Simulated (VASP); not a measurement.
Wanted: the native input for a VASP 6.6.1 run.

```yaml
Task: single point
Functional: PBE
Potentials_or_basis: VASP PAW PBE potentials, release 64 (In_d, Ga_d, Sb, N)
Cutoff: 520 eV
k_mesh: 4 × 4 × 4
Occupations: gaussian, width 0.1 eV
Spin: no spin polarisation
Dipole_correction: no
Further_INCAR_settings: ALGO = Normal; EDIFF = 1e-06; NBANDS = 40
```

The structure of In3GaSbN lies in POSCAR:

```
In3GaSbN
1.0
    5.8902942366      0.0000000000      0.0000000000
    0.0000000000      5.8902942366      0.0000000000
    0.0000000000      0.0000000000      4.7769943873
In Ga Sb N
3 1 1 1
Direct
    0.5000000000      0.0000000000      0.5000000000
    0.0000000000      0.5000000000      0.5000000000
    0.0000000000      0.0000000000      0.0000000000
    0.0000000000      0.0000000000      0.5000000000
    0.5000000000      0.5000000000      0.5000000000
    0.5000000000      0.5000000000      0.0000000000
```

The cell was built from a structure type or drawn by symmetry, and may not be a known phase.

The input as run:

INCAR

```
  PREC = Accurate
  ENCUT = 520
  EDIFF = 1E-6
  ISMEAR = 0
  SIGMA = 0.1
  LREAL = False
  LASPH = True
  NELM = 100
  ALGO = Normal
  ISIF = 2
  LWAVE = False
  LCHARG = True
  GGA = PE
  LELF = True
  LVHAR = True
  NBANDS = 40
```

KPOINTS

```
regular mesh
0
Gamma
  4 4 4
```

Potentials or basis: VASP PAW PBE potentials, release 64 (In_d, Ga_d, Sb, N).

Command:

```console
$ cat potpaw_PBE.64/In_d/POTCAR potpaw_PBE.64/Ga_d/POTCAR potpaw_PBE.64/Sb/POTCAR potpaw_PBE.64/N/POTCAR > POTCAR
$ mpirun -np 1 vasp_std > vasp.out
```

It gave:

```
Pressure               : 0.0 GPa
Band gap on the k mesh : zero (bands 31 and 32 overlap by 1.19 eV)
```

Caveat: spin-orbit coupling is left out, which moves the levels of the heavy elements.

Wall time 61 s on 1 thread of Intel(R) Xeon(R) 6975P-C (Granite Rapids) (shared host), peak memory 0.34 GiB.
